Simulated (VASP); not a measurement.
# Co (Im-3m) in VASP: a series of runs

The runs below take Co through single point, with BLYP.

Program: VASP 6.6.1. These are calculated values, not measurements. Logs are shortened: lines on timing, memory, paths and dates and some standing lists are left out, and cuts for length are marked.

## (1) The cell of the first run

Symmetry: Im-3m, No. 229, cubic system. Conventional cell: a = 2.963 Å, b = 2.963 Å, c = 2.963 Å, α = 90.00°, β = 90.00°, γ = 90.00°. Within 3.4 Å of Co (site symmetry m-3m) lie 14 Co at 2.57 to 2.96 Å.

## (2) Single point, BLYP, collinear spin, ferromagnetic start (volume scaled by 1.12)

Input file INCAR:

```
PREC = Accurate
ENCUT = 520
EDIFF = 1E-6
ISMEAR = -1
SIGMA = 0.05
LREAL = False
LASPH = True
NELM = 150
ALGO = Normal
ISIF = 2
LWAVE = False
LCHARG = True
ISPIN = 2
MAGMOM = 1.816
LORBIT = 11
LMAXMIX = 4
GGA = B5
ALDAX = 1.0
AGGAX = 1.0
AGGAC = 1.0
ALDAC = 0.0
LELF = True
LVHAR = True
NBANDS = 14
```

Input file KPOINTS:

```
regular mesh
0
Gamma
  17 17 17
```

Input file POSCAR:

```
Co
1.0
   -1.4817419518      1.4817419518      1.4817419518
    1.4817419518     -1.4817419518      1.4817419518
    1.4817419518      1.4817419518     -1.4817419518
Co
1
Direct
    0.0000000000      0.0000000000      0.0000000000
```

Potentials or basis: VASP PAW PBE potentials, release 64 (Co).

Started as:

```sh
> cat potpaw_PBE.64/Co/POTCAR > POTCAR
> mpirun -np 1 vasp_std > vasp.out
```

OUTCAR:

```text
PREC = Accurate
   ENCUT = 520
   EDIFF = 1E-6
   ISMEAR = -1
   LREAL = False
   LASPH = True
   NELM = 150
   ISIF = 2
   ISPIN = 2
   LORBIT = 11
   GGA = B5

 ion  position               nearest neighbor table
   1  0.000  0.000  0.000-

  LATTYP: Found a body centered cubic cell.
 ALAT       =     2.9634839036

  Lattice vectors:

 A1 = (  -1.4817419518,   1.4817419518,   1.4817419518)
 A2 = (   1.4817419518,  -1.4817419518,   1.4817419518)
 A3 = (   1.4817419518,   1.4817419518,  -1.4817419518)

Analysis of symmetry for initial positions (statically):
=====================================================================
 Subroutine PRICEL returns:
 Original cell was already a primitive cell.

 Routine SETGRP: Setting up the symmetry group for a
 body centered cubic supercell.

 Subroutine GETGRP returns: Found 48 space group operations
 (whereof 48 operations were pure point group operations)
 out of a pool of 48 trial point group operations.

The static configuration has the point symmetry O_h .

Analysis of symmetry for dynamics (positions and initial velocities):
=====================================================================
 Subroutine PRICEL returns:
 Original cell was already a primitive cell.

 Routine SETGRP: Setting up the symmetry group for a
 body centered cubic supercell.

 Subroutine GETGRP returns: Found 48 space group operations
 (whereof 48 operations were pure point group operations)
 out of a pool of 48 trial point group operations.

The dynamic configuration has the point symmetry O_h .

Analysis of structural, dynamic, and magnetic symmetry:
=====================================================================
 Subroutine PRICEL returns:
 Original cell was already a primitive cell.

 Routine SETGRP: Setting up the symmetry group for a
 body centered cubic supercell.

 Subroutine GETGRP returns: Found 48 space group operations
 (whereof 48 operations were pure point group operations)
 out of a pool of 48 trial point group operations.

The overall configuration has the point symmetry O_h .

 Subroutine INISYM returns: Found 48 space group operations
 (whereof 48 operations are pure point group operations),
 and found     1 'primitive' translations

----------------------------------------------------------------------------------------

                                     Primitive cell

  volume of cell :      13.0130

  direct lattice vectors                    reciprocal lattice vectors
    -1.481741952  1.481741952  1.481741952     0.000000000  0.337440672  0.337440672
     1.481741952 -1.481741952  1.481741952     0.337440672  0.000000000  0.337440672
     1.481741952  1.481741952 -1.481741952     0.337440672  0.337440672  0.000000000

  length of vectors
     2.566452344  2.566452344  2.566452344     0.477213175  0.477213175  0.477213175

  position of ions in fractional coordinates (direct lattice)
     0.000000000  0.000000000  0.000000000

  ion indices of the primitive-cell ions
   primitive index   ion index
                 1           1

----------------------------------------------------------------------------------------

 KPOINTS: regular mesh

Automatic generation of k-mesh.
 Grid dimensions read from file:
 generate k-points for:   17   17   17

 Generating k-lattice:

  Cartesian coordinates                     Fractional coordinates (reciprocal lattice)
     0.000000000  0.019849451  0.019849451     0.058823529  0.000000000  0.000000000
     0.019849451  0.000000000  0.019849451     0.000000000  0.058823529  0.000000000
     0.019849451  0.019849451  0.000000000     0.000000000  0.000000000  0.058823529

  Length of vectors
     0.028071363  0.028071363  0.028071363

  Shift w.r.t. Gamma in fractional coordinates (k-lattice)
     0.000000000  0.000000000  0.000000000

 Subroutine IBZKPT returns following result:
 ===========================================

 Found    165 irreducible k-points:

 Following reciprocal coordinates:
            Coordinates               Weight
  0.000000  0.000000  0.000000      1.000000
  0.058824  0.000000  0.000000     12.000000
  0.117647  0.000000  0.000000     12.000000
  0.176471  0.000000  0.000000     12.000000
  0.235294  0.000000  0.000000     12.000000
  0.294118  0.000000  0.000000     12.000000
[... 16 lines left out ...]
  0.411765  0.117647  0.000000     48.000000
  0.176471  0.176471  0.000000     24.000000
 [... further k-points ...]
   k-points           NKPTS =    165   k-points in BZ     NKDIM =    165   number of bands    NBANDS=     14
   number of dos      NEDOS =    301   number of ions     NIONS =      1
   total plane-waves  NPLWV =   8000
   dimension x,y,z NGX =    20 NGY =   20 NGZ =   20
   dimension x,y,z NGXF=    40 NGYF=   40 NGZF=   40
   ions per type =               1
   NGX,Y,Z   is equivalent  to a cutoff of  12.96, 12.96, 12.96 a.u.
   NGXF,Y,Z  is equivalent  to a cutoff of  25.91, 25.91, 25.91 a.u.
 SYSTEM =  unknown system
   PREC   = accura    normal or accurate (medium, high low for compatibility)
   ISTART =      0    job   : 0-new  1-cont  2-samecut
   ICHARG =      2    charge: 1-file 2-atom 10-const
   ISPIN  =      2    spin polarized calculation?
   LNONCOLLINEAR =      F non collinear calculations
   LSORBIT =      F    spin-orbit coupling
   LASPH  =      T    aspherical Exc in radial PAW
   ENCUT  =  520.0 eV  38.22 Ry    6.18 a.u.   4.77  4.77  4.77*2*pi/ulx,y,z
   NELM   =    150;   NELMIN=  2; NELMDL= -5     # of ELM steps
   EDIFF  = 0.1E-05   stopping-criterion for ELM
   LREAL  =      F    real-space projection
   EDIFFG = 0.1E-04   stopping-criterion for IOM
   NSW    =      0    number of steps for IOM
   IBRION =     -1    ionic relax: 0-MD 1-quasi-New 2-CG
   NFREE  =      0    steps in history (QN), initial steepest desc. (CG)
   ISIF   =      2    stress and relaxation
   ISYM   =      2    0-nonsym 1-usesym 2-fastsym
   POTIM  = 0.5000    time-step for ionic-motion
   TEBEG  =    0.0;   TEEND  =   0.0 temperature during run
   PSTRESS=    0.0 pullay stress
   NELECT =       9.0000    total number of electrons
   NUPDOWN=      -1.0000    fix difference up-down
   EMIN   =  10.00;   EMAX   =-10.00  energy-range for DOS
   EFERMI =   0.00;   METHOD = LEGACY
   ISMEAR =    -1;   SIGMA  =   0.05  broadening in eV -4-tet -1-fermi 0-gaus
   EFERMI_NEDOS =   21; number of points for ismear=-14 and -15
   IALGO  =     38    algorithm
   IMIX   =      4    mixing-type and parameters
     AMIX     =   0.40;   BMIX     =  1.00
     AMIX_MAG =   1.60;   BMIX_MAG =  1.00
  volume/ion in A,a.u.               =      13.01        87.82
  Fermi-wavevector in a.u.,A,eV,Ry     =   1.447760  2.735869 28.517915  2.096008
  Thomas-Fermi vector in A             =   2.565678
   LORBIT       =     11    0 simple, 1 ext, 2 COOP (PROOUT), +10 PAW based schemes
   GGA     = B5    functional components
   LHFCALC =     F    Hartree Fock is set to
   AEXX    =    0.0000 exact exchange contribution
   IVDW    =     0    specifies the selected vdW correction
   LEPSILON=     F    determine dielectric tensor
   LRPA    =     F    only Hartree local field effects (RPA)
 spin polarized calculation
  energy-cutoff  :      520.00
  volume of cell :       13.01
 maximum number of plane-waves:       370
   NGX =  9   NGY =  9   NGZ =  9

 number of electron       8.9999997 magnetization       1.7616419

 Free energy of the ion-electron system (eV)
  ---------------------------------------------------
  ext. energy  EPLUGINS =         0.00000000
  ---------------------------------------------------
  free energy    TOTEN  =        -5.90737874 eV

  energy without entropy =       -5.89265173  energy(sigma->0) =       -5.90001523

 E-fermi :   8.6680     XC(G=0): -11.8010

 val. band max:        8.6667447032   @ k =  -0.4118  -0.4706   0.0588
 cond. band min:       8.6688832855   @ k =   0.2941   0.0000   0.0000
 fundamental gap:      0.0021385824
 Fermi energy:         8.6680480803

 spin component 1

 k-point     1 :       0.0000    0.0000    0.0000
  band No.  band energies     occupation
      1       0.5951      1.00000
      2       5.9227      1.00000
      3       5.9227      1.00000
      4       5.9227      1.00000
      5       6.7099      1.00000
      6       6.7099      1.00000
      7      32.5421      0.00000
      8      32.5421      0.00000
      9      32.5421      0.00000
     10      36.2958      0.00000
     11      36.2958      0.00000
     12      36.2958      0.00000
     13      36.6604      0.00000
     14      36.6604      0.00000
[... 375 lines left out ...]
 k-point    24 :       0.1765    0.1765    0.0000
  band No.  band energies     occupation
      1       3.5090      1.00000
      2       5.4784      1.00000
      3       5.5959      1.00000
      4       6.5558      1.00000
      5       6.8582      1.00000
      6       7.4618      1.00000
      7      22.0841      0.00000
      8      22.4610      0.00000
      9      27.5424      0.00000
     10      32.4845      0.00000
     11      34.9844      0.00000
     12      38.1574      0.00000
     13      40.7659      0.00000
     14      43.7625      0.00000

 [... further k-points ...]

 spin component 2

 k-point     1 :       0.0000    0.0000    0.0000
  band No.  band energies     occupation
      1       0.6342      1.00000
      2       7.4095      1.00000
      3       7.4095      1.00000
      4       7.4095      1.00000
      5       9.0036      0.00121
      6       9.0037      0.00121
      7      32.2919      0.00000
      8      32.2919      0.00000
      9      32.2919      0.00000
     10      36.7802      0.00000
     11      36.7802      0.00000
     12      37.0049      0.00000
     13      37.0049      0.00000
     14      37.0049      0.00000
[... 375 lines left out ...]
 k-point    24 :       0.1765    0.1765    0.0000
  band No.  band energies     occupation
      1       3.7021      1.00000
      2       6.9422      1.00000
      3       6.9492      1.00000
      4       8.6506      0.58649
      5       8.9190      0.00657
      6       9.2113      0.00002
      7      22.4663      0.00000
      8      22.8373      0.00000
      9      27.8433      0.00000
     10      32.5114      0.00000
     11      35.2530      0.00000
     12      38.3405      0.00000
     13      41.0954      0.00000
     14      43.9202      0.00000

 [... further k-points ...]
[... 5 lines left out ...]
  --------------------------------------------------------------------------------------
  -------------------------------------------------------------------------------------
  Total       -1.2740339     -1.2740339     -1.2740339      0.0000000     -0.0000000      0.0000000
  in kB     -156.8605901   -156.8605901   -156.8605901      0.0000000     -0.0000000      0.0000000
  external PRESSURE =    -156.8605901 kB  Pullay stress =       0.0000000 kB

 VOLUME and BASIS-vectors are now :
 -----------------------------------------------------------------------------
  energy-cutoff  :      520.00
  volume of cell :       13.01
      direct lattice vectors                 reciprocal lattice vectors
    -1.481741952  1.481741952  1.481741952     0.000000000  0.337440672  0.337440672
     1.481741952 -1.481741952  1.481741952     0.337440672  0.000000000  0.337440672
     1.481741952  1.481741952 -1.481741952     0.337440672  0.337440672  0.000000000

 POSITION                                       TOTAL-FORCE (eV/Angst)
 -----------------------------------------------------------------------------------
      0.00000      0.00000      0.00000        -0.000000     -0.000000      0.000000
 -----------------------------------------------------------------------------------
    total drift:                                0.000000     -0.000000      0.000000

  FREE ENERGIE OF THE ION-ELECTRON SYSTEM (eV)
  ---------------------------------------------------
  free  energy   TOTEN  =        -5.9073787423 eV

  energy  without entropy=       -5.8926517254  energy(sigma->0) =       -5.90001523

 total charge

# of ion       s       p       d       tot
------------------------------------------
    1        0.422   0.378   7.209   8.010

 magnetization (x)

# of ion       s       p       d       tot
------------------------------------------
    1       -0.005  -0.043   1.851   1.804
```

Run time: 52 s. Hardware: 1 thread of Intel Xeon Platinum 8488C (Sapphire Rapids), shared host; peak memory 0.16 GiB.

Results:

| Item | Value |
| --- | --- |
| Free energy | -5.9074 eV |
| Pressure | -15.7 GPa |
| Net moment | 1.76 μB per cell |
| Site moments | Co +1.80 μB |
| Valence electrons inside the program's atomic spheres | Co 8.01 |

Caveat: the cell differs from its parent crystal (volume scaled by 1.12); the PAW data sets were made with another functional, which shifts forces and pressure a little.

## (3) Single point, BLYP

This run uses another cell than the first one, of 11.06 Å³/atom, 0.850 times its volume.

Input file INCAR:

```
  PREC = Accurate
  ENCUT = 520
  EDIFF = 1E-6
  ISMEAR = -1
  SIGMA = 0.1
  LREAL = F
  LASPH = T
  NELM = 80
  ALGO = Normal
  ISIF = 2
  LWAVE = F
  LCHARG = F
  GGA = B5
  ALDAX = 1.0
  AGGAX = 1.0
  AGGAC = 1.0
  ALDAC = 0.0
  NBANDS = 10
```

Input file KPOINTS:

```
regular mesh
0
Gamma
  16 16 16
```

Input file POSCAR:

```
Co
1.0
   -1.4037292630      1.4037292630      1.4037292630
    1.4037292630     -1.4037292630      1.4037292630
    1.4037292630      1.4037292630     -1.4037292630
Co
1
Direct
    0.0000000000      0.0000000000      0.0000000000
```

Potentials or basis: VASP PAW PBE potentials, release 64 (Co).

Started as:

```sh
> cat potpaw_PBE.64/Co/POTCAR > POTCAR
> mpirun -np 1 vasp_std > vasp.out
```

Run time: 9.3 s. Hardware: 1 thread of Intel Xeon 6975P-C, shared host; peak memory 0.13 GiB.

The run converged. Its results:

```yaml
Free_energy: -5.6959 eV
Pressure: -0.2 GPa
```

Levels at points of the mesh, in eV from the Fermi level:
```csv
k point,band 1,band 2,band 3,band 4,band 5,band 6,band 7,band 8,band 9,band 10
"(0.00, 0.00, 0.00)",-8.44,-1.71,-1.71,-1.71,-0.27,-0.27,25.94,25.94,25.94,31.26
"(0.50, 0.00, 0.00)",-4.31,-2.75,-0.31,-0.09,0.68,0.85,7.39,19.00,20.28,24.20
"(0.50, 0.50, 0.50)",-3.96,-3.96,0.59,0.59,0.59,10.08,10.08,10.08,16.33,16.33
```

Caveat: the PAW data sets were made with another functional, which shifts forces and pressure a little; the run has no spin polarisation, though such a crystal can be magnetic. Spin polarisation is off, so any magnetic state and its effect on volume and gap are missing.

(Continued in part 2 of 2.)
